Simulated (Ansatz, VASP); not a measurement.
Two plane-wave programs on AlN

Contents of INCAR:

```
SYSTEM = AlN
PREC = Accurate ; ENCUT = 600
EDIFF = 1E-7 ; ISMEAR = -1
SIGMA = 0.05 ; LREAL = .False.
LASPH = .True. ; NELM = 100
ALGO = Normal ; ISIF = 3
LWAVE = .False. ; LCHARG = .False.
GGA = RP ; IVDW = 13
IBRION = 2 ; NSW = 60
EDIFFG = -0.01
```

The input KPOINTS:

```
regular mesh
0
Gamma
  10 10 6
  0 0 0
```

POSCAR

```
AlN
1.0
    3.1130000000      0.0000000000      0.0000000000
   -1.5565000000      2.6959370820      0.0000000000
    0.0000000000      0.0000000000      4.9810000000
Al N
2 2
Direct
    0.6666666667      0.3333333333      0.5000000000
    0.3333333333      0.6666666667      0.0000000000
    0.6666666667      0.3333333333      0.8800000000
    0.3333333333      0.6666666667      0.3800000000
```

input.yaml

```yaml
crystal:
  lattice:
    - [3.113, 0.0, 0.0]
    - [-1.5565, 2.695937082, 0.0]
    - [0.0, 0.0, 4.981]
  atoms:
    - { symbol: Al, position: [0.6666666667, 0.3333333333, 0.5] }
    - { symbol: Al, position: [0.3333333333, 0.6666666667, 0.0] }
    - { symbol: "N", position: [0.6666666667, 0.3333333333, 0.88] }
    - { symbol: "N", position: [0.3333333333, 0.6666666667, 0.38] }
hamiltonian:
  xc: rpbe
  pseudopotentials: { kind: paw }
  dispersion: d4
kpoints:
  mp_grid: { grid: [10, 10, 6] }
scf:
  occupations: { method: fermi_dirac, width: 0.05 }
output:
  forces: true
  stress: true
relax:
  f_tol: 0.01
  max_steps: 40
  cell: { stress_tol: 0.05 }
```

Alike in both runs: task relaxation of cell and atoms; functional RPBE; dispersion D4; k mesh 10 × 10 × 6; occupations fermi-dirac, width 0.05 eV; no spin polarisation.

```csv
,VASP,Ansatz
version,VASP 6.6.1,Ansatz 0.2.0
potentials or method,"VASP PAW PBE potentials, release 64 (Al, N)",Ansatz PAW
plane-wave cutoff (eV),600,420
valence electrons in the cell,16,16
```

VASP gave:

- relaxed volume (Å³/atom): 10.23
- relaxed cell length with the largest relative difference (Å): 3.091

Task: Estimate Ansatz's values.

Result: Relaxed volume (Å³/atom): 10.27; relaxed cell length with the largest relative difference (Å): 3.095.

VASP's potentials were made for PBE, not for RPBE.

Noted on Ansatz's run: the plane-wave basis is chosen anew once the cell has moved, so the energies of steps on either side of that aren't comparable.
